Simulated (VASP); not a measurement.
Pd:

```xyz
1
Lattice="0.0000 1.9211 1.9211 1.9211 0.0000 1.9211 1.9211 1.9211 0.0000" Properties=species:S:1:pos:R:3 pbc="T T T"
Pd    0.0000    0.0000    0.0000
```

Base run:

```yaml
Program: VASP 6.6.1
Functional: LDA
Potentials_or_basis: VASP PAW LDA potentials, release 64 (Pd)
Cutoff: 520 eV
k_mesh: 9 × 9 × 9
Occupations: fermi-dirac, width 0.1 eV
Spin: no spin polarisation
```

Its results: band gap on the k mesh zero (band 5 reaches 10.48 eV, above the bottom of band 6 at 8.90 eV); pressure -0.1 GPa.

Problem. After a change of settings the same cell gave: band gap on the k mesh zero (band 5 reaches 11.20 eV, above the bottom of band 6 at 9.59 eV); pressure 62.8 GPa. Which change was it?
A. k mesh from 9 × 9 × 9 to 23 × 23 × 23
B. k mesh from 9 × 9 × 9 to 5 × 5 × 5; further incar settings from ALGO = Normal; EDIFF = 1e-06; NBANDS = 11 to ALGO = Normal; EDIFF = 1e-07; NBANDS = 11
C. k mesh from 9 × 9 × 9 to 14 × 14 × 14; occupations from fermi-dirac, width 0.1 eV to methfessel-paxton, width 0.6 eV
D. k mesh from 9 × 9 × 9 to 2 × 2 × 2

Solution. D.

Caveats: some runs use coarse meshes.
